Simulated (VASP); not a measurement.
# BaTiO3 (km) (Pm-3m) in VASP: single point with PBEsol

Aim: the single point of BaTiO3 (km) with PBEsol.

Everything below comes from runs of VASP 6.6.1. Logs are shortened: lines on timing, memory, paths and dates and some standing lists are left out, and cuts for length are marked.

### 1 The cell of the first run

The structure is cubic, space group Pm-3m (No. 221). Conventional cell: a = 3.970 Å, b = 3.970 Å, c = 3.970 Å, α = 90.00°, β = 90.00°, γ = 90.00°. Within 3.7 Å of Ba (site symmetry m-3m) lie 12 O at 2.81 Å and 8 Ti at 3.44 Å. Ti (site symmetry m-3m) has 6 O at 1.99 Å within 2.6 Å. O (site symmetry 4/mmm) has 2 Ti at 1.99 Å within 2.6 Å.

### 2 Single point, PBEsol

INCAR reads:

```
SYSTEM = BaTiO3
PREC = Accurate
ENCUT = 600
EDIFF = 1E-6
ISMEAR = 0
SIGMA = 0.02
LREAL = .False.
LASPH = .True.
NELM = 120
ALGO = Normal
ISIF = 2
LWAVE = .False.
LCHARG = .False.
GGA = PS
NBANDS = 28
GGA_COMPAT = .False.
```

KPOINTS reads:

```
regular mesh
0
Gamma
  4 4 4
  0 0 0
```

POSCAR reads:

```
BaTiO3
1.0
    3.9701911479      0.0000000000      0.0000000000
    0.0000000000      3.9701911479      0.0000000000
    0.0000000000      0.0000000000      3.9701911479
Ba Ti O
1 1 3
Direct
    0.0000000000      0.0000000000      0.0000000000
    0.5000000000      0.5000000000      0.5000000000
    0.5000000000      0.5000000000      0.0000000000
    0.0000000000      0.5000000000      0.5000000000
    0.5000000000      0.0000000000      0.5000000000
```

Potentials or basis: VASP PAW PBE potentials, release 64 (Ba_sv, Ti_sv, O).

Command:

```console
$ cat potpaw_PBE.64/Ba_sv/POTCAR potpaw_PBE.64/Ti_sv/POTCAR potpaw_PBE.64/O/POTCAR > POTCAR
$ mpirun -np 1 vasp_std > vasp.out
```

OUTCAR:

```text
SYSTEM = BaTiO3
   PREC = Accurate
   ENCUT = 600
   EDIFF = 1E-6
   ISMEAR = 0
   LREAL = .False.
   LASPH = .True.
   NELM = 120
   ISIF = 2
   GGA = PS

 ion  position               nearest neighbor table
   1  0.000  0.000  0.000-   3 2.81   4 2.81   5 2.81   4 2.81   5 2.81   3 2.81   4 2.81   4 2.81
                             3 2.81   5 2.81   5 2.81   3 2.81   2 3.44   2 3.44   2 3.44   2 3.44
   2  0.500  0.500  0.500-   3 1.99   4 1.99   5 1.99   3 1.99   5 1.99   4 1.99   1 3.44   1 3.44
                             1 3.44   1 3.44   1 3.44   1 3.44   1 3.44   1 3.44
   3  0.500  0.500  0.000-   2 1.99   2 1.99   1 2.81   1 2.81   1 2.81   1 2.81
   4  0.000  0.500  0.500-   2 1.99   2 1.99   1 2.81   1 2.81   1 2.81   1 2.81
   5  0.500  0.000  0.500-   2 1.99   2 1.99   1 2.81   1 2.81   1 2.81   1 2.81

  LATTYP: Found a simple cubic cell.
 ALAT       =     3.9701911479

  Lattice vectors:

 A1 = (   3.9701911479,   0.0000000000,   0.0000000000)
 A2 = (   0.0000000000,   3.9701911479,   0.0000000000)
 A3 = (   0.0000000000,   0.0000000000,   3.9701911479)

Analysis of symmetry for initial positions (statically):
=====================================================================
 Subroutine PRICEL returns:
 Original cell was already a primitive cell.

 Routine SETGRP: Setting up the symmetry group for a
 simple cubic supercell.

 Subroutine GETGRP returns: Found 48 space group operations
 (whereof 48 operations were pure point group operations)
 out of a pool of 48 trial point group operations.

The static configuration has the point symmetry O_h .

Analysis of symmetry for dynamics (positions and initial velocities):
=====================================================================
 Subroutine PRICEL returns:
 Original cell was already a primitive cell.

 Routine SETGRP: Setting up the symmetry group for a
 simple cubic supercell.

 Subroutine GETGRP returns: Found 48 space group operations
 (whereof 48 operations were pure point group operations)
 out of a pool of 48 trial point group operations.

The dynamic configuration has the point symmetry O_h .

 Subroutine INISYM returns: Found 48 space group operations
 (whereof 48 operations are pure point group operations),
 and found     1 'primitive' translations

----------------------------------------------------------------------------------------

                                     Primitive cell

  volume of cell :      62.5798

  direct lattice vectors                    reciprocal lattice vectors
     3.970191148  0.000000000  0.000000000     0.251877041  0.000000000  0.000000000
     0.000000000  3.970191148  0.000000000     0.000000000  0.251877041  0.000000000
     0.000000000  0.000000000  3.970191148     0.000000000  0.000000000  0.251877041

  length of vectors
     3.970191148  3.970191148  3.970191148     0.251877041  0.251877041  0.251877041

  position of ions in fractional coordinates (direct lattice)
     0.000000000  0.000000000  0.000000000
     0.500000000  0.500000000  0.500000000
     0.500000000  0.500000000  0.000000000
     0.000000000  0.500000000  0.500000000
     0.500000000  0.000000000  0.500000000

  ion indices of the primitive-cell ions
   primitive index   ion index
                 1           1
                 2           2
                 3           3
                 4           4
                 5           5

----------------------------------------------------------------------------------------

 KPOINTS: regular mesh

Automatic generation of k-mesh.
 Grid dimensions read from file:
 generate k-points for:    4    4    4

 Generating k-lattice:

  Cartesian coordinates                     Fractional coordinates (reciprocal lattice)
     0.062969260  0.000000000  0.000000000     0.250000000  0.000000000  0.000000000
     0.000000000  0.062969260  0.000000000     0.000000000  0.250000000  0.000000000
     0.000000000  0.000000000  0.062969260     0.000000000  0.000000000  0.250000000

  Length of vectors
     0.062969260  0.062969260  0.062969260

  Shift w.r.t. Gamma in fractional coordinates (k-lattice)
     0.000000000  0.000000000  0.000000000

 Subroutine IBZKPT returns following result:
 ===========================================

 Found     10 irreducible k-points:

 Following reciprocal coordinates:
            Coordinates               Weight
  0.000000  0.000000  0.000000      1.000000
  0.250000  0.000000  0.000000      6.000000
  0.500000  0.000000  0.000000      3.000000
  0.250000  0.250000  0.000000     12.000000
  0.500000  0.250000  0.000000     12.000000
  0.500000  0.500000  0.000000      3.000000
  0.250000  0.250000  0.250000      8.000000
  0.500000  0.250000  0.250000     12.000000
  0.500000  0.500000  0.250000      6.000000
  0.500000  0.500000  0.500000      1.000000
   k-points           NKPTS =     10   k-points in BZ     NKDIM =     10   number of bands    NBANDS=     28
   number of dos      NEDOS =    301   number of ions     NIONS =      5
   total plane-waves  NPLWV =  32768
   dimension x,y,z NGX =    32 NGY =   32 NGZ =   32
   dimension x,y,z NGXF=    64 NGYF=   64 NGZF=   64
   ions per type =               1   1   3
   NGX,Y,Z   is equivalent  to a cutoff of  13.40, 13.40, 13.40 a.u.
   NGXF,Y,Z  is equivalent  to a cutoff of  26.80, 26.80, 26.80 a.u.
 SYSTEM =  BaTiO3
   PREC   = accura    normal or accurate (medium, high low for compatibility)
   ISTART =      0    job   : 0-new  1-cont  2-samecut
   ICHARG =      2    charge: 1-file 2-atom 10-const
   ISPIN  =      1    spin polarized calculation?
   LNONCOLLINEAR =      F non collinear calculations
   LSORBIT =      F    spin-orbit coupling
   LASPH  =      T    aspherical Exc in radial PAW
   ENCUT  =  600.0 eV  44.10 Ry    6.64 a.u.   7.93  7.93  7.93*2*pi/ulx,y,z
   NELM   =    120;   NELMIN=  2; NELMDL= -5     # of ELM steps
   EDIFF  = 0.1E-05   stopping-criterion for ELM
   LREAL  =      F    real-space projection
   EDIFFG = 0.1E-04   stopping-criterion for IOM
   NSW    =      0    number of steps for IOM
   IBRION =     -1    ionic relax: 0-MD 1-quasi-New 2-CG
   NFREE  =      0    steps in history (QN), initial steepest desc. (CG)
   ISIF   =      2    stress and relaxation
   ISYM   =      2    0-nonsym 1-usesym 2-fastsym
   POTIM  = 0.5000    time-step for ionic-motion
   TEBEG  =    0.0;   TEEND  =   0.0 temperature during run
   PSTRESS=    0.0 pullay stress
   NELECT =      40.0000    total number of electrons
   NUPDOWN=      -1.0000    fix difference up-down
   EMIN   =  10.00;   EMAX   =-10.00  energy-range for DOS
   EFERMI =   0.00;   METHOD = LEGACY
   ISMEAR =     0;   SIGMA  =   0.02  broadening in eV -4-tet -1-fermi 0-gaus
   EFERMI_NEDOS =   21; number of points for ismear=-14 and -15
   IALGO  =     38    algorithm
   IMIX   =      4    mixing-type and parameters
     AMIX     =   0.40;   BMIX     =  1.00
     AMIX_MAG =   1.60;   BMIX_MAG =  1.00
  volume/ion in A,a.u.               =      12.52        84.46
  Fermi-wavevector in a.u.,A,eV,Ry     =   1.410209  2.664908 27.057753  1.988689
  Thomas-Fermi vector in A             =   2.532186
   LORBIT       =      0    0 simple, 1 ext, 2 COOP (PROOUT), +10 PAW based schemes
   GGA     = PS    functional components
   LHFCALC =     F    Hartree Fock is set to
   AEXX    =    0.0000 exact exchange contribution
   IVDW    =     0    specifies the selected vdW correction
   LEPSILON=     F    determine dielectric tensor
   LRPA    =     F    only Hartree local field effects (RPA)
 non-spin polarized calculation
 Gauss-broadening in eV      SIGMA  =   0.02
  energy-cutoff  :      600.00
  volume of cell :       62.58
 maximum number of plane-waves:      2176
 NGX is ok and might be reduce to    32
   NGX = 15   NGY = 15   NGZ = 15

 number of electron      39.9999981 magnetization

 Free energy of the ion-electron system (eV)
  ---------------------------------------------------
  ext. energy  EPLUGINS =         0.00000000
  ---------------------------------------------------
  free energy    TOTEN  =       -41.96484271 eV

  energy without entropy =      -41.96484271  energy(sigma->0) =      -41.96484271

 E-fermi :   3.9824     XC(G=0): -11.6462

 val. band max:        3.8838625327   @ k =   0.5000   0.5000   0.5000
 cond. band min:       5.6102401757   @ k =   0.0000   0.0000   0.0000
 fundamental gap:      1.7263776429
 Fermi energy:         3.9823504354

 k-point     1 :       0.0000    0.0000    0.0000
  band No.  band energies     occupation
      1     -52.4095      2.00000
      2     -28.7467      2.00000
      3     -28.7467      2.00000
      4     -28.7467      2.00000
      5     -20.8244      2.00000
      6     -12.9869      2.00000
[... 20 lines left out ...]
     27       8.8227      0.00000
     28      11.3389      0.00000

 k-point     2 :       0.2500    0.0000    0.0000
  band No.  band energies     occupation
      1     -52.4089      2.00000
      2     -28.7772      2.00000
      3     -28.7455      2.00000
      4     -28.7455      2.00000
      5     -20.7552      2.00000
      6     -13.0852      2.00000
[... 20 lines left out ...]
     27      10.0002      0.00000
     28      12.3175      0.00000

 k-point     3 :       0.5000    0.0000    0.0000
  band No.  band energies     occupation
      1     -52.4083      2.00000
      2     -28.8073      2.00000
      3     -28.7443      2.00000
      4     -28.7443      2.00000
      5     -20.6836      2.00000
      6     -13.2733      2.00000
[... 20 lines left out ...]
     27      11.5187      0.00000
     28      12.1166      0.00000

 k-point     4 :       0.2500    0.2500    0.0000
  band No.  band energies     occupation
      1     -52.4083      2.00000
      2     -28.7761      2.00000
      3     -28.7750      2.00000
      4     -28.7444      2.00000
      5     -20.6985      2.00000
      6     -12.9765      2.00000
[... 20 lines left out ...]
     27      11.1348      0.00000
     28      12.5683      0.00000

 k-point     5 :       0.5000    0.2500    0.0000
  band No.  band energies     occupation
      1     -52.4077      2.00000
      2     -28.8052      2.00000
      3     -28.7739      2.00000
      4     -28.7432      2.00000
      5     -20.6403      2.00000
      6     -12.9916      2.00000
[... 20 lines left out ...]
     27      12.5820      0.00000
     28      12.7056      0.00000

 k-point     6 :       0.5000    0.5000    0.0000
  band No.  band energies     occupation
      1     -52.4071      2.00000
      2     -28.8031      2.00000
      3     -28.8031      2.00000
      4     -28.7421      2.00000
      5     -20.5959      2.00000
      6     -12.6412      2.00000
[... 20 lines left out ...]
     27      12.1726      0.00000
     28      13.9208      0.00000

 k-point     7 :       0.2500    0.2500    0.2500
  band No.  band energies     occupation
      1     -52.4077      2.00000
      2     -28.7748      2.00000
      3     -28.7736      2.00000
      4     -28.7736      2.00000
      5     -20.6496      2.00000
      6     -12.7897      2.00000
[... 20 lines left out ...]
     27      11.3601      0.00000
     28      12.0996      0.00000

 k-point     8 :       0.5000    0.2500    0.2500
  band No.  band energies     occupation
      1     -52.4071      2.00000
      2     -28.8034      2.00000
      3     -28.7728      2.00000
      4     -28.7723      2.00000
      5     -20.5996      2.00000
      6     -12.7057      2.00000
[... 20 lines left out ...]
     27      12.2430      0.00000
     28      12.2520      0.00000

 k-point     9 :       0.5000    0.5000    0.2500
  band No.  band energies     occupation
      1     -52.4065      2.00000
      2     -28.8016      2.00000
      3     -28.8016      2.00000
      4     -28.7712      2.00000
      5     -20.5580      2.00000
      6     -12.3474      2.00000
[... 20 lines left out ...]
     27      12.0205      0.00000
     28      12.0205      0.00000

 k-point    10 :       0.5000    0.5000    0.5000
  band No.  band energies     occupation
      1     -52.4060      2.00000
      2     -28.8001      2.00000
      3     -28.8001      2.00000
      4     -28.8001      2.00000
      5     -20.5195      2.00000
      6     -12.0286      2.00000
[... 20 lines left out ...]
     27      11.8551      0.00000
     28      11.8551      0.00000

------------------------ aborting loop because EDIFF is reached ----------------------------------------

  FORCE on cell =-STRESS in cart. coord.  units (eV):
  Direction    XX          YY          ZZ          XY          YZ          ZX
  --------------------------------------------------------------------------------------
  -------------------------------------------------------------------------------------
  Total        0.7374426      0.7374426      0.7374426     -0.0000000      0.0000000     -0.0000000
  in kB       18.8801127     18.8801127     18.8801127     -0.0000000      0.0000000     -0.0000000
  external PRESSURE =      18.8801127 kB  Pullay stress =       0.0000000 kB

 VOLUME and BASIS-vectors are now :
 -----------------------------------------------------------------------------
  energy-cutoff  :      600.00
  volume of cell :       62.58
      direct lattice vectors                 reciprocal lattice vectors
     3.970191148  0.000000000  0.000000000     0.251877041  0.000000000  0.000000000
     0.000000000  3.970191148  0.000000000     0.000000000  0.251877041  0.000000000
     0.000000000  0.000000000  3.970191148     0.000000000  0.000000000  0.251877041

 POSITION                                       TOTAL-FORCE (eV/Angst)
 -----------------------------------------------------------------------------------
      0.00000      0.00000      0.00000         0.000000      0.000000      0.000000
      1.98510      1.98510      1.98510         0.000000      0.000000      0.000000
      1.98510      1.98510      0.00000         0.000000      0.000000      0.000000
      0.00000      1.98510      1.98510         0.000000      0.000000      0.000000
      1.98510      0.00000      1.98510         0.000000      0.000000      0.000000
 -----------------------------------------------------------------------------------
    total drift:                                0.000000     -0.000000     -0.000000

  FREE ENERGIE OF THE ION-ELECTRON SYSTEM (eV)
  ---------------------------------------------------
  free  energy   TOTEN  =       -41.9648427118 eV

  energy  without entropy=      -41.9648427118  energy(sigma->0) =      -41.96484271
```

Wall time 41 s (1 thread of Intel Xeon 8259CL, shared host); peak memory 0.19 GiB.

What came out:

| Property | Result |
| --- | --- |
| Free energy | -41.9648 eV |
| Pressure | 1.9 GPa |
| Band gap on the k mesh | 1.73 eV, indirect (least direct gap 1.85 eV) |

Caveat: the PAW data sets were made with another functional, which shifts forces and pressure a little; spin-orbit coupling is left out, which moves the levels of the heavy elements. A k mesh can miss the band edges.
